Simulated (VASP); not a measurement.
# GaN (P6_3mc) in VASP: relaxation of cell and atoms with r2SCAN

Aim: the relaxation of cell and atoms of GaN with r2SCAN.

Program: VASP 6.6.1. These are calculated values, not measurements. Logs are shortened: lines on timing, memory, paths and dates and some standing lists are left out, and cuts for length are marked.

### Step 1. The cell of the first run

It takes space group P6_3mc (No. 186, hexagonal). Conventional cell: a = 3.189 Å, b = 3.189 Å, c = 5.192 Å, α = 90.00°, β = 90.00°, γ = 120.00°. Ga (site symmetry 3m) has 4 N at 1.95 to 1.96 Å within 2.6 Å. Within 2.6 Å of N (site symmetry 3m) lie 4 Ga at 1.95 to 1.96 Å.

### Step 2. Relaxation of cell and atoms, r2SCAN

POSCAR reads:

```
GaN
1.0
    3.1889304000      0.0000000000      0.0000000000
   -1.5944652000      2.7616947400      0.0000000000
    0.0000000000      0.0000000000      5.1923572500
Ga N
2 2
Direct
    0.6666666700      0.3333333300      0.4990837100
    0.3333333300      0.6666666700      0.9990837100
    0.6666666700      0.3333333300      0.8759162900
    0.3333333300      0.6666666700      0.3759162900
```

INCAR.step1 reads:

```
SYSTEM = GaN
  ALGO = Normal
  EDIFF = 1E-4
  ENCUT = 600
  GGA = PE
  ISMEAR = 0
  LASPH = .True.
  LCHARG = .False.
  LREAL = .False.
  LWAVE = .True.
  NELM = 80
  PREC = Accurate
  SIGMA = 0.02
```

INCAR.step2 reads:

```
SYSTEM = GaN
  ALGO = Normal
  EDIFF = 1E-6
  EDIFFG = -0.005
  ENCUT = 600
  IBRION = 2
  ISIF = 3
  ISMEAR = 0
  ISTART = 1
  LASPH = .True.
  LCHARG = .False.
  LMIXTAU = .True.
  LREAL = .False.
  LWAVE = .False.
  METAGGA = R2SCAN
  NELM = 80
  NSW = 100
  PREC = Accurate
  SIGMA = 0.02
```

KPOINTS reads:

```
k-points
0
Gamma
  12 12 6
  0 0 0
```

Potentials or basis: VASP PAW PBE potentials, release 64 (Ga_d, N).

Run with:

```console
> cat potpaw_PBE.64/Ga_d/POTCAR potpaw_PBE.64/N/POTCAR > POTCAR
> cp INCAR.step1 INCAR
> mpirun -np 1 vasp_std > vasp.out
> cp INCAR.step2 INCAR
> mpirun -np 1 vasp_std > vasp.out
```

OUTCAR:

```text
SYSTEM = GaN
   EDIFF = 1E-6
   EDIFFG = -0.005
   ENCUT = 600
   IBRION = 2
   ISIF = 3
   ISMEAR = 0
   ISTART = 1
   LASPH = .True.
   LREAL = .False.
   METAGGA = R2SCAN
   NELM = 80
   NSW = 100
   PREC = Accurate

 ion  position               nearest neighbor table
   1  0.667  0.333  0.499-   4 1.95   4 1.95   4 1.95   3 1.96
   2  0.333  0.667  0.999-   3 1.95   3 1.95   3 1.95   4 1.96
   3  0.667  0.333  0.876-   2 1.95   2 1.95   2 1.95   1 1.96
   4  0.333  0.667  0.376-   1 1.95   1 1.95   1 1.95   2 1.96

  LATTYP: Found a hexagonal cell.
 ALAT       =     3.1889304000
 C/A-ratio  =     1.6282441442

  Lattice vectors:

 A1 = (   3.1889304000,   0.0000000000,   0.0000000000)
 A2 = (  -1.5944652000,   2.7616947400,   0.0000000000)
 A3 = (   0.0000000000,   0.0000000000,   5.1923572500)

Analysis of symmetry for initial positions (statically):
=====================================================================
 Subroutine PRICEL returns:
 Original cell was already a primitive cell.

 Routine SETGRP: Setting up the symmetry group for a
 hexagonal supercell.

 Subroutine GETGRP returns: Found 12 space group operations
 (whereof  6 operations were pure point group operations)
 out of a pool of 24 trial point group operations.

The static configuration has the point symmetry C_3v.
 The point group associated with its full space group is C_6v.

Analysis of symmetry for dynamics (positions and initial velocities):
=====================================================================
 Subroutine PRICEL returns:
 Original cell was already a primitive cell.

 Routine SETGRP: Setting up the symmetry group for a
 hexagonal supercell.

 Subroutine GETGRP returns: Found 12 space group operations
 (whereof  6 operations were pure point group operations)
 out of a pool of 24 trial point group operations.

The dynamic configuration has the point symmetry C_3v.
 The point group associated with its full space group is C_6v.

 Subroutine INISYM returns: Found 12 space group operations
 (whereof  6 operations are pure point group operations),
 and found     1 'primitive' translations

----------------------------------------------------------------------------------------

                                     Primitive cell

  volume of cell :      45.7283

  direct lattice vectors                    reciprocal lattice vectors
     3.188930400  0.000000000  0.000000000     0.313584768  0.181048250  0.000000000
    -1.594465200  2.761694740  0.000000000     0.000000000  0.362096500  0.000000000
     0.000000000  0.000000000  5.192357250     0.000000000  0.000000000  0.192590754

  length of vectors
     3.188930400  3.188930402  5.192357250     0.362096500  0.362096500  0.192590754

  position of ions in fractional coordinates (direct lattice)
     0.666666670  0.333333330  0.499083710
     0.333333330  0.666666670  0.999083710
     0.666666670  0.333333330  0.875916290
     0.333333330  0.666666670  0.375916290

  ion indices of the primitive-cell ions
   primitive index   ion index
                 1           1
                 2           2
                 3           3
                 4           4

----------------------------------------------------------------------------------------

 KPOINTS: k-points

Automatic generation of k-mesh.
 Grid dimensions read from file:
 generate k-points for:   12   12    6

 Generating k-lattice:

  Cartesian coordinates                     Fractional coordinates (reciprocal lattice)
     0.026132064  0.015087354  0.000000000     0.083333333  0.000000000  0.000000000
     0.000000000  0.030174708  0.000000000     0.000000000  0.083333333  0.000000000
     0.000000000  0.000000000  0.032098459     0.000000000  0.000000000  0.166666667

  Length of vectors
     0.030174708  0.030174708  0.032098459

  Shift w.r.t. Gamma in fractional coordinates (k-lattice)
     0.000000000  0.000000000  0.000000000

 Subroutine IBZKPT returns following result:
 ===========================================

 Found     76 irreducible k-points:

 Following reciprocal coordinates:
            Coordinates               Weight
  0.000000  0.000000  0.000000      1.000000
  0.083333  0.000000  0.000000      6.000000
  0.166667 -0.000000  0.000000      6.000000
  0.250000  0.000000  0.000000      6.000000
  0.333333  0.000000  0.000000      6.000000
  0.416667  0.000000  0.000000      6.000000
[... 16 lines left out ...]
  0.250000  0.000000  0.166667     12.000000
  0.333333  0.000000  0.166667     12.000000
 [... further k-points ...]
   k-points           NKPTS =     76   k-points in BZ     NKDIM =     76   number of bands    NBANDS=     22
   number of dos      NEDOS =    301   number of ions     NIONS =      4
   total plane-waves  NPLWV =  32928
   dimension x,y,z NGX =    28 NGY =   28 NGZ =   42
   dimension x,y,z NGXF=    56 NGYF=   56 NGZF=   84
   ions per type =               2   2
   NGX,Y,Z   is equivalent  to a cutoff of  14.60, 14.60, 13.45 a.u.
   NGXF,Y,Z  is equivalent  to a cutoff of  29.19, 29.19, 26.89 a.u.
 SYSTEM =  GaN
   PREC   = accura    normal or accurate (medium, high low for compatibility)
   ISTART =      1    job   : 0-new  1-cont  2-samecut
   ICHARG =      0    charge: 1-file 2-atom 10-const
   ISPIN  =      1    spin polarized calculation?
   LNONCOLLINEAR =      F non collinear calculations
   LSORBIT =      F    spin-orbit coupling
   LASPH  =      T    aspherical Exc in radial PAW
   ENCUT  =  600.0 eV  44.10 Ry    6.64 a.u.   6.37  6.37 10.37*2*pi/ulx,y,z
   NELM   =     80;   NELMIN=  2; NELMDL=  0     # of ELM steps
   EDIFF  = 0.1E-05   stopping-criterion for ELM
   LREAL  =      F    real-space projection
   EDIFFG = -.5E-02   stopping-criterion for IOM
   NSW    =    100    number of steps for IOM
   IBRION =      2    ionic relax: 0-MD 1-quasi-New 2-CG
   NFREE  =      1    steps in history (QN), initial steepest desc. (CG)
   ISIF   =      3    stress and relaxation
   ISYM   =      2    0-nonsym 1-usesym 2-fastsym
   POTIM  = 0.5000    time-step for ionic-motion
   TEBEG  =    0.0;   TEEND  =   0.0 temperature during run
   PSTRESS=    0.0 pullay stress
   NELECT =      36.0000    total number of electrons
   NUPDOWN=      -1.0000    fix difference up-down
   EMIN   =  10.00;   EMAX   =-10.00  energy-range for DOS
   EFERMI =   0.00;   METHOD = LEGACY
   ISMEAR =     0;   SIGMA  =   0.02  broadening in eV -4-tet -1-fermi 0-gaus
   EFERMI_NEDOS =   21; number of points for ismear=-14 and -15
   IALGO  =     38    algorithm
   IMIX   =      4    mixing-type and parameters
     AMIX     =   0.40;   BMIX     =  1.00
     AMIX_MAG =   1.60;   BMIX_MAG =  1.00
  volume/ion in A,a.u.               =      11.43        77.15
  Fermi-wavevector in a.u.,A,eV,Ry     =   1.511636  2.856578 31.089905  2.285044
  Thomas-Fermi vector in A             =   2.621667
   LORBIT       =      0    0 simple, 1 ext, 2 COOP (PROOUT), +10 PAW based schemes
   METAGGA = R2SCAN    functional components
   LHFCALC =     F    Hartree Fock is set to
   AEXX    =    0.0000 exact exchange contribution
   IVDW    =     0    specifies the selected vdW correction
   LEPSILON=     F    determine dielectric tensor
   LRPA    =     F    only Hartree local field effects (RPA)
 conjugate gradient relaxation of ions
 non-spin polarized calculation
 Gauss-broadening in eV      SIGMA  =   0.02
  energy-cutoff  :      600.00
  volume of cell :       45.73
 maximum number of plane-waves:      1550
 NGX is ok and might be reduce to    28
   NGX = 13   NGY = 13   NGZ = 21

--------------------------------------- Ionic step        1  -------------------------------------------

 number of electron      35.9999997 magnetization

 Free energy of the ion-electron system (eV)
  ---------------------------------------------------
  ext. energy  EPLUGINS =         0.00000000
  ---------------------------------------------------
  free energy    TOTEN  =       -43.82363018 eV

  energy without entropy =      -43.82363018  energy(sigma->0) =      -43.82363018

------------------------ aborting loop because EDIFF is reached ----------------------------------------

  FORCE on cell =-STRESS in cart. coord.  units (eV):
  Direction    XX          YY          ZZ          XY          YZ          ZX
  --------------------------------------------------------------------------------------
  -------------------------------------------------------------------------------------
  Total        0.0001271      0.0001271      0.0337269      0.0000000      0.0000000      0.0000000
  in kB        0.0044527      0.0044527      1.1816859      0.0000000      0.0000000      0.0000000
  external PRESSURE =       0.3968638 kB  Pullay stress =       0.0000000 kB

 VOLUME and BASIS-vectors are now :
 -----------------------------------------------------------------------------
  energy-cutoff  :      600.00
  volume of cell :       45.73
      direct lattice vectors                 reciprocal lattice vectors
     3.188930400  0.000000000  0.000000000     0.313584768  0.181048250  0.000000000
    -1.594465200  2.761694740  0.000000000     0.000000000  0.362096500  0.000000000
     0.000000000  0.000000000  5.192357250     0.000000000  0.000000000  0.192590754

 POSITION                                       TOTAL-FORCE (eV/Angst)
 -----------------------------------------------------------------------------------
      1.59447      0.92056      2.59142         0.000000      0.000000      0.000072
     -0.00000      1.84113      5.18760        -0.000000     -0.000000      0.000072
      1.59447      0.92056      4.54807        -0.000000      0.000000     -0.000072
     -0.00000      1.84113      1.95189         0.000000     -0.000000     -0.000072
 -----------------------------------------------------------------------------------
    total drift:                               -0.000010      0.000007     -0.025151

  FREE ENERGIE OF THE ION-ELECTRON SYSTEM (eV)
  ---------------------------------------------------
  free  energy   TOTEN  =       -43.8236301828 eV

  energy  without entropy=      -43.8236301828  energy(sigma->0) =      -43.82363018

--------------------------------------- Ionic step        2  -------------------------------------------

 number of electron      35.9999997 magnetization

 Free energy of the ion-electron system (eV)
  ---------------------------------------------------
  ext. energy  EPLUGINS =         0.00000000
  ---------------------------------------------------
  free energy    TOTEN  =       -43.82363140 eV

  energy without entropy =      -43.82363140  energy(sigma->0) =      -43.82363140

 E-fermi :   5.1723     XC(G=0): -12.6295

 val. band max:        5.0389017641   @ k =   0.0000   0.0000   0.0000
 cond. band min:       7.3423736306   @ k =   0.0000   0.0000   0.0000
 fundamental gap:      2.3034718665
 Fermi energy:         5.1723438043

 k-point     1 :       0.0000    0.0000    0.0000
  band No.  band energies     occupation
      1     -11.7241      2.00000
      2     -10.7359      2.00000
      3      -8.7864      2.00000
      4      -8.7716      2.00000
      5      -8.7716      2.00000
      6      -8.7044      2.00000
[... 14 lines left out ...]
     21      14.9615      0.00000
     22      15.5963      0.00000

 k-point     2 :       0.0833    0.0000    0.0000
  band No.  band energies     occupation
      1     -11.6555      2.00000
      2     -10.7159      2.00000
      3      -8.7802      2.00000
      4      -8.7612      2.00000
      5      -8.7478      2.00000
      6      -8.6960      2.00000
[... 542 lines left out ...]
 k-point    24 :       0.3333    0.0000    0.1667
  band No.  band energies     occupation
      1     -10.9267      2.00000
      2     -10.5750      2.00000
      3      -8.7151      2.00000
      4      -8.6827      2.00000
      5      -8.6163      2.00000
      6      -8.5575      2.00000
[... 14 lines left out ...]
     21      12.6160      0.00000
     22      13.9551      0.00000

 [... further k-points ...]

------------------------ aborting loop because EDIFF is reached ----------------------------------------

  FORCE on cell =-STRESS in cart. coord.  units (eV):
  Direction    XX          YY          ZZ          XY          YZ          ZX
  --------------------------------------------------------------------------------------
  -------------------------------------------------------------------------------------
  Total       -0.0026424     -0.0026424     -0.0143103      0.0000000      0.0000000      0.0000000
  in kB       -0.0925419     -0.0925419     -0.5011825      0.0000000      0.0000000      0.0000000
  external PRESSURE =      -0.2287554 kB  Pullay stress =       0.0000000 kB

 VOLUME and BASIS-vectors are now :
 -----------------------------------------------------------------------------
  energy-cutoff  :      600.00
  volume of cell :       45.75
      direct lattice vectors                 reciprocal lattice vectors
     3.188935288  0.000000000  0.000000000     0.313584287  0.181047973 -0.000000000
    -1.594467644  2.761698973  0.000000000     0.000000000  0.362095945  0.000000000
     0.000000000  0.000000000  5.194469340     0.000000000 -0.000000000  0.192512446

 POSITION                                       TOTAL-FORCE (eV/Angst)
 -----------------------------------------------------------------------------------
      1.59447      0.92057      2.59248         0.000000      0.000000      0.003999
     -0.00000      1.84113      5.18971        -0.000000      0.000000      0.003999
      1.59447      0.92057      4.54992        -0.000000      0.000000     -0.003999
     -0.00000      1.84113      1.95268        -0.000000     -0.000000     -0.003999
 -----------------------------------------------------------------------------------
    total drift:                               -0.000010      0.000007     -0.026162

  FREE ENERGIE OF THE ION-ELECTRON SYSTEM (eV)
  ---------------------------------------------------
  free  energy   TOTEN  =       -43.8236313955 eV

  energy  without entropy=      -43.8236313955  energy(sigma->0) =      -43.82363140

 reached required accuracy - stopping structural energy minimisation
```

Run time: 5.1 min. Hardware: 1 thread of Intel Xeon 6975P-C (Granite Rapids), shared host; peak memory 0.25 GiB.

Results:

```yaml
Free_energy: -43.8236 eV
Relaxed_volume: 11.44 Å³/atom
Relaxed_cell: a = 3.189 Å, b = 3.189 Å, c = 5.194 Å, α = 90.00°, β = 90.00°, γ = 120.00°
Space_group_after_relaxing_to_0.1_Å: P6_3mc (No. 186)
Energy_gained_by_relaxing: 0.0 meV/atom
Ionic_steps: 2
Pressure_after_relaxing: 0.0 GPa
Largest_force_after_relaxing: 0.004 eV/Å
Band_gap_on_the_k_mesh: 2.30 eV
```

Forces on the atoms (eV/Å):
```
Ga   0.000  0.000  0.004
Ga   0.000  0.000  0.004
N    0.000  0.000 -0.004
N    0.000  0.000 -0.004
```

Final structure:
```yaml
crystal:
  lattice:
    - [3.18894, 0.00000, 0.00000]
    - [-1.59447, 2.76170, 0.00000]
    - [0.00000, 0.00000, 5.19447]
  atoms:
    - { symbol: Ga, position: [0.66667, 0.33333, 0.49908] }
    - { symbol: Ga, position: [0.33333, 0.66667, 0.99908] }
    - { symbol: N, position: [0.66667, 0.33333, 0.87592] }
    - { symbol: N, position: [0.33333, 0.66667, 0.37592] }
```

Caveat: the PAW data sets were made with another functional, which shifts forces and pressure a little.
